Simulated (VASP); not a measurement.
# Sn (Fd-3m) in VASP: notebook, part 2 of 2

VASP 6.6.1. The steps go on from the part before.

## Step 4: Relaxation of cell and atoms, BLYP+D3(BJ)

INCAR reads:

```
PREC = Accurate
ENCUT = 600
EDIFF = 1E-7
ISMEAR = -1
SIGMA = 0.05
LREAL = F
LASPH = T
NELM = 60
ALGO = Normal
ISIF = 3
LWAVE = F
LCHARG = F
GGA = B5
ALDAX = 1.0
AGGAX = 1.0
AGGAC = 1.0
ALDAC = 0.0
IVDW = 12
VDW_S6 = 1.0
VDW_S8 = 2.6996
VDW_A1 = 0.4298
VDW_A2 = 4.2359
IBRION = 2
NSW = 60
EDIFFG = -0.01
```

KPOINTS reads:

```
Automatic mesh
0
Gamma
  7 7 7
```

POSCAR reads:

```
Sn
1.0
    0.0000000000      3.2333428000      3.2333428000
    3.2333428000      0.0000000000      3.2333428000
    3.2333428000      3.2333428000      0.0000000000
Sn
2
Direct
    0.7500000000      0.7500000000      0.7500000000
    0.5000000000      0.5000000000      0.5000000000
```

Potentials or basis: VASP PAW PBE potentials, release 64 (Sn_d).

Command:

```bash
cat potpaw_PBE.64/Sn_d/POTCAR > POTCAR
mpirun -np 1 vasp_std > vasp.out
```

OUTCAR:

```text
PREC = Accurate
   ENCUT = 600
   EDIFF = 1E-7
   ISMEAR = -1
   LREAL = F
   LASPH = T
   NELM = 60
   ISIF = 3
   GGA = B5
   IVDW = 12
   IBRION = 2
   NSW = 60
   EDIFFG = -0.01
 IVDW          = 12

 ion  position               nearest neighbor table
   1  0.750  0.750  0.750-   2 2.80   2 2.80   2 2.80   2 2.80
   2  0.500  0.500  0.500-   1 2.80   1 2.80   1 2.80   1 2.80

  LATTYP: Found a face centered cubic cell.
 ALAT       =     6.4666856000

  Lattice vectors:

 A1 = (   0.0000000000,   3.2333428000,   3.2333428000)
 A2 = (   3.2333428000,   0.0000000000,   3.2333428000)
 A3 = (   3.2333428000,   3.2333428000,   0.0000000000)

Analysis of symmetry for initial positions (statically):
=====================================================================
 Subroutine PRICEL returns:
 Original cell was already a primitive cell.

 Routine SETGRP: Setting up the symmetry group for a
 face centered cubic supercell.

 Subroutine GETGRP returns: Found 48 space group operations
 (whereof 24 operations were pure point group operations)
 out of a pool of 48 trial point group operations.

The static configuration has the point symmetry T_d .
 The point group associated with its full space group is O_h .

Analysis of symmetry for dynamics (positions and initial velocities):
=====================================================================
 Subroutine PRICEL returns:
 Original cell was already a primitive cell.

 Routine SETGRP: Setting up the symmetry group for a
 face centered cubic supercell.

 Subroutine GETGRP returns: Found 48 space group operations
 (whereof 24 operations were pure point group operations)
 out of a pool of 48 trial point group operations.

The dynamic configuration has the point symmetry T_d .
 The point group associated with its full space group is O_h .

 Subroutine INISYM returns: Found 48 space group operations
 (whereof 24 operations are pure point group operations),
 and found     1 'primitive' translations

----------------------------------------------------------------------------------------

                                     Primitive cell

  volume of cell :      67.6060

  direct lattice vectors                    reciprocal lattice vectors
     0.000000000  3.233342800  3.233342800    -0.154638723  0.154638723  0.154638723
     3.233342800  0.000000000  3.233342800     0.154638723 -0.154638723  0.154638723
     3.233342800  3.233342800  0.000000000     0.154638723  0.154638723 -0.154638723

  length of vectors
     4.572637240  4.572637240  4.572637240     0.267842124  0.267842124  0.267842124

  position of ions in fractional coordinates (direct lattice)
     0.750000000  0.750000000  0.750000000
     0.500000000  0.500000000  0.500000000

  ion indices of the primitive-cell ions
   primitive index   ion index
                 1           1
                 2           2

----------------------------------------------------------------------------------------

 KPOINTS: Automatic mesh

Automatic generation of k-mesh.
 Grid dimensions read from file:
 generate k-points for:    7    7    7

 Generating k-lattice:

  Cartesian coordinates                     Fractional coordinates (reciprocal lattice)
    -0.022091246  0.022091246  0.022091246     0.142857143  0.000000000  0.000000000
     0.022091246 -0.022091246  0.022091246     0.000000000  0.142857143  0.000000000
     0.022091246  0.022091246 -0.022091246     0.000000000  0.000000000  0.142857143

  Length of vectors
     0.038263161  0.038263161  0.038263161

  Shift w.r.t. Gamma in fractional coordinates (k-lattice)
     0.000000000  0.000000000  0.000000000

 Subroutine IBZKPT returns following result:
 ===========================================

 Found     20 irreducible k-points:

 Following reciprocal coordinates:
            Coordinates               Weight
  0.000000  0.000000  0.000000      1.000000
  0.142857  0.000000  0.000000      8.000000
  0.285714  0.000000  0.000000      8.000000
  0.428571  0.000000  0.000000      8.000000
  0.142857  0.142857  0.000000      6.000000
  0.285714  0.142857  0.000000     24.000000
[... 12 lines left out ...]
 -0.428571  0.428571  0.142857     24.000000
 -0.285714  0.428571  0.142857     24.000000
   k-points           NKPTS =     20   k-points in BZ     NKDIM =     20   number of bands    NBANDS=     18
   number of dos      NEDOS =    301   number of ions     NIONS =      2
   total plane-waves  NPLWV =  64000
   dimension x,y,z NGX =    40 NGY =   40 NGZ =   40
   dimension x,y,z NGXF=    80 NGYF=   80 NGZF=   80
   ions per type =               2
   NGX,Y,Z   is equivalent  to a cutoff of  14.54, 14.54, 14.54 a.u.
   NGXF,Y,Z  is equivalent  to a cutoff of  29.09, 29.09, 29.09 a.u.
 SYSTEM =  unknown system
   PREC   = accura    normal or accurate (medium, high low for compatibility)
   ISTART =      0    job   : 0-new  1-cont  2-samecut
   ICHARG =      2    charge: 1-file 2-atom 10-const
   ISPIN  =      1    spin polarized calculation?
   LNONCOLLINEAR =      F non collinear calculations
   LSORBIT =      F    spin-orbit coupling
   LASPH  =      T    aspherical Exc in radial PAW
   ENCUT  =  600.0 eV  44.10 Ry    6.64 a.u.   9.13  9.13  9.13*2*pi/ulx,y,z
   NELM   =     60;   NELMIN=  2; NELMDL= -5     # of ELM steps
   EDIFF  = 0.1E-06   stopping-criterion for ELM
   LREAL  =      F    real-space projection
   EDIFFG = -.1E-01   stopping-criterion for IOM
   NSW    =     60    number of steps for IOM
   IBRION =      2    ionic relax: 0-MD 1-quasi-New 2-CG
   NFREE  =      1    steps in history (QN), initial steepest desc. (CG)
   ISIF   =      3    stress and relaxation
   ISYM   =      2    0-nonsym 1-usesym 2-fastsym
   POTIM  = 0.5000    time-step for ionic-motion
   TEBEG  =    0.0;   TEEND  =   0.0 temperature during run
   PSTRESS=    0.0 pullay stress
   NELECT =      28.0000    total number of electrons
   NUPDOWN=      -1.0000    fix difference up-down
   EMIN   =  10.00;   EMAX   =-10.00  energy-range for DOS
   EFERMI =   0.00;   METHOD = LEGACY
   ISMEAR =    -1;   SIGMA  =   0.05  broadening in eV -4-tet -1-fermi 0-gaus
   EFERMI_NEDOS =   21; number of points for ismear=-14 and -15
   IALGO  =     38    algorithm
   IMIX   =      4    mixing-type and parameters
     AMIX     =   0.40;   BMIX     =  1.00
     AMIX_MAG =   1.60;   BMIX_MAG =  1.00
  volume/ion in A,a.u.               =      33.80       228.11
  Fermi-wavevector in a.u.,A,eV,Ry     =   1.220298  2.306028 20.260793  1.489126
  Thomas-Fermi vector in A             =   2.355520
   LORBIT       =      0    0 simple, 1 ext, 2 COOP (PROOUT), +10 PAW based schemes
   GGA     = B5    functional components
   LHFCALC =     F    Hartree Fock is set to
   AEXX    =    0.0000 exact exchange contribution
   IVDW    =    12    specifies the selected vdW correction
   LEPSILON=     F    determine dielectric tensor
   LRPA    =     F    only Hartree local field effects (RPA)
 conjugate gradient relaxation of ions
 non-spin polarized calculation
  energy-cutoff  :      600.00
  volume of cell :       67.61
 maximum number of plane-waves:      2281
 NGX is ok and might be reduce to    40
   NGX = 19   NGY = 19   NGZ = 19

--------------------------------------- Ionic step        1  -------------------------------------------

 number of electron      28.0000005 magnetization

 Free energy of the ion-electron system (eV)
  ---------------------------------------------------
  ext. energy  EPLUGINS =         0.00000000
  ---------------------------------------------------
  free energy    TOTEN  =        -6.24729874 eV

  energy without entropy =       -6.24547256  energy(sigma->0) =       -6.24638565

------------------------ aborting loop because EDIFF is reached ----------------------------------------

 Edisp (eV)   -1.47617

 E8    (eV) :    -1.1365
[... 31 lines left out ...]
--------------------------------------- Ionic step        2  -------------------------------------------

 number of electron      27.9999996 magnetization

 E-fermi :   5.2782     XC(G=0):  -8.0323

 val. band max:        5.1693955986   @ k =   0.1429   0.0000   0.0000
 cond. band min:       5.2855337936   @ k =   0.4286   0.0000   0.0000
 fundamental gap:      0.1161381950
 Fermi energy:         5.2782419111

 k-point     1 :       0.0000    0.0000    0.0000
  band No.  band energies     occupation
      1     -16.1279      2.00000
      2     -16.1279      2.00000
      3     -16.1279      2.00000
      4     -16.0735      2.00000
      5     -16.0735      2.00000
      6     -15.8140      2.00000
[... 448 lines left out ...]
--------------------------------------- Ionic step        3  -------------------------------------------

 number of electron      27.9999997 magnetization

 Free energy of the ion-electron system (eV)
  ---------------------------------------------------
  ext. energy  EPLUGINS =         0.00000000
  ---------------------------------------------------
  free energy    TOTEN  =        -6.37422274 eV

  energy without entropy =       -6.37114279  energy(sigma->0) =       -6.37268276

 E-fermi :   5.4680     XC(G=0):  -8.1033

 val. band max:        5.3361298475   @ k =   0.1429   0.0000   0.0000
 cond. band min:       5.4915023880   @ k =   0.4286   0.0000   0.0000
 fundamental gap:      0.1553725405
 Fermi energy:         5.4680472702

 k-point     1 :       0.0000    0.0000    0.0000
  band No.  band energies     occupation
      1     -15.9825      2.00000
      2     -15.9825      2.00000
      3     -15.9825      2.00000
      4     -15.9259      2.00000
      5     -15.9259      2.00000
      6     -15.6539      2.00000
[... 442 lines left out ...]
  FREE ENERGIE OF THE ION-ELECTRON SYSTEM (eV)
  ---------------------------------------------------
  free  energy   TOTEN  =        -7.7538991711 eV

  energy  without entropy=       -7.7508192225  energy(sigma->0) =       -7.75235920

 reached required accuracy - stopping structural energy minimisation
```

OSZICAR:

```text
N       E                     dE             d eps       ncg     rms          rms(c)
DAV:   1     0.220540541144E+03    0.22054E+03   -0.16582E+04   720   0.250E+03
DAV:   2     0.150816280761E+02   -0.20546E+03   -0.20381E+03   722   0.475E+02
DAV:   3    -0.569764535101E+01   -0.20779E+02   -0.20646E+02   832   0.154E+02
[... 30 lines left out ...]
DAV:   6    -0.637422211168E+01    0.35721E-05   -0.13918E-05   724   0.546E-02    0.562E-03
DAV:   7    -0.637422263217E+01   -0.52048E-06   -0.72251E-07   638   0.647E-03    0.941E-04
DAV:   8    -0.637422295679E+01   -0.32463E-06   -0.99339E-08   526   0.404E-03    0.325E-04
DAV:   9    -0.637422277611E+01    0.18068E-06   -0.35652E-08   360   0.298E-03    0.155E-04
DAV:  10    -0.637422273549E+01    0.40622E-07   -0.71044E-09   360   0.119E-03
   3 F= -.77538992E+01 E0= -.77523592E+01  d E =-.304256E-01
```

CONTCAR:

```text
Sn
   1.00000000000000
     0.0000000000000000    3.2975948750726367    3.2975948750726372
     3.2975948750726367    0.0000000000000000    3.2975948750726372
     3.2975948750726367    3.2975948750726367    0.0000000000000000
  Sn
     2
Direct
     0.7500000000000000    0.7500000000000000    0.7500000000000000
     0.5000000000000000    0.5000000000000000    0.5000000000000000

  0.00000000E+00  0.00000000E+00  0.00000000E+00
  0.00000000E+00  0.00000000E+00  0.00000000E+00
```

Run time: 1.8 min. Hardware: 1 thread of Intel Xeon Platinum 8559C (Emerald Rapids), shared host; peak memory 0.25 GiB.

Results:

```yaml
Free_energy: -7.7539 eV
Relaxed_volume: 35.86 Å³/atom
Relaxed_cell: a = 4.664 Å, b = 4.664 Å, c = 4.664 Å, α = 60.00°, β = 60.00°, γ = 60.00°
Space_group_after_relaxing_to_0.05_Å: Fd-3m (No. 227)
Energy_gained_by_relaxing: 15.2 meV/atom
Ionic_steps: 3
Pressure_after_relaxing: 0.0 GPa
Band_gap_on_the_k_mesh: zero (band 14 reaches 5.66 eV, above the bottom of band 15 at 5.49 eV)
Dispersion_energy_per_atom: -0.690 eV
```

Step by step:
```csv
step,energy change (eV),largest force (eV/Å),pressure (GPa),volume (Å³)
1,0.0000,0.0000,2.53,67.61
2,-0.0281,0.0000,-0.58,72.97
3,-0.0304,0.0000,0.00,71.72
```

Final structure:
```xyz
2
Lattice="0.0000 3.2976 3.2976 3.2976 0.0000 3.2976 3.2976 3.2976 0.0000" Properties=species:S:1:pos:R:3 pbc="T T T"
Sn    4.9464    4.9464    4.9464
Sn    3.2976    3.2976    3.2976
```

Levels at points of the mesh, in eV from the Fermi level:
```csv
k point,band 12,band 13,band 14,band 15,band 16,band 17
"(0.00, 0.00, 0.00)",-1.04,0.19,0.19,0.19,2.26,2.26
```

Caveat: the PAW data sets were made with another functional, which shifts forces and pressure a little; spin-orbit coupling is left out, which moves the levels of the heavy elements; pairwise dispersion overbinds metals, which lowers pressure and volume. Zero-point motion and thermal expansion aren't in these numbers.

## Step 5: Summary

```tsv
level	gap on the mesh (eV)	pressure (GPa)	relaxed volume (Å³/atom)
revPBE+D3(BJ)	none	0.0	35.18
revPBE+D4	none	0.0	35.41
BLYP+D3(BJ)	none	0.0	35.86
```

Alike in all rows: task relaxation of cell and atoms; potentials or basis VASP PAW PBE potentials, release 64 (Sn_d); no spin polarisation; cell relaxed; k mesh 7 × 7 × 7; cutoff (eV) 600; smearing fermi-dirac 0.05 eV.

Caveats: the PAW data sets were made with another functional, which shifts forces and pressure a little; spin-orbit coupling is left out, which moves the levels of the heavy elements; pairwise dispersion overbinds metals, which lowers pressure and volume.

Total energies depend on the potentials used, so only differences within one code and one set of settings carry meaning.
